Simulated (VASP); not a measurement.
Write the native input for VASP 6.6.1 that does the following.

```
Task                   : single point
Functional             : PBEsol
Potentials or basis    : VASP PAW PBE potentials, release 64 (Sc_sv, Nb_sv)
Cutoff                 : 520 eV
k mesh                 : 6 × 6 × 4
Occupations            : gaussian, width 0.1 eV
Spin                   : no spin polarisation
Dipole correction      : no
Further INCAR settings : ALGO = Normal; EDIFF = 1e-07; NBANDS = 19
```

The structure of ScNb lies in POSCAR:

```
ScNb
1.0
    3.0656443612      0.0000000000      0.0000000000
   -1.5328221806      2.6549258957      0.0000000000
    0.0000000000      0.0000000000      5.0721940000
Sc Nb
1 1
Direct
    0.0000000000      0.0000000000      0.0000000000
    0.3333333300      0.6666666700      0.5000000000
```

The input as run:

INCAR

```
SYSTEM = ScNb
PREC     = Accurate       ! precision mode
ENCUT    = 520            ! plane-wave cutoff, eV
EDIFF    = 1E-7           ! SCF threshold, eV
ISMEAR   = 0              ! smearing method
SIGMA    = 0.1            ! smearing width, eV
LREAL    = .FALSE.        ! projectors in reciprocal space
LASPH    = .TRUE.         ! aspherical terms in the spheres
NELM     = 60             ! most SCF steps
ALGO     = Normal         ! electronic algorithm
ISIF     = 2              ! what is computed and relaxed
LWAVE    = .FALSE.        ! write WAVECAR
LCHARG   = .FALSE.        ! write CHGCAR
GGA      = PS             ! functional
NBANDS   = 19             ! bands
```

KPOINTS

```
Automatic mesh
0
G
  6 6 4
  0 0 0
```

Potentials or basis: VASP PAW PBE potentials, release 64 (Sc_sv, Nb_sv).

Run with:

```console
$ cat potpaw_PBE.64/Sc_sv/POTCAR potpaw_PBE.64/Nb_sv/POTCAR > POTCAR
$ mpirun -np 1 vasp_std > vasp.out
```

Results of the run:

The pressure is -4.4 GPa and the band gap on the k mesh is zero (band 12 reaches 7.67 eV, above the bottom of band 13 at 6.70 eV).

Caveat: the k points lie up to 0.39 Å⁻¹ apart; the PAW data sets were made with another functional, which shifts forces and pressure a little.

Run time: 18 s on 1 thread of AMD EPYC 7R13 Processor (Zen 3), on a shared host, peak memory 0.13 GiB.
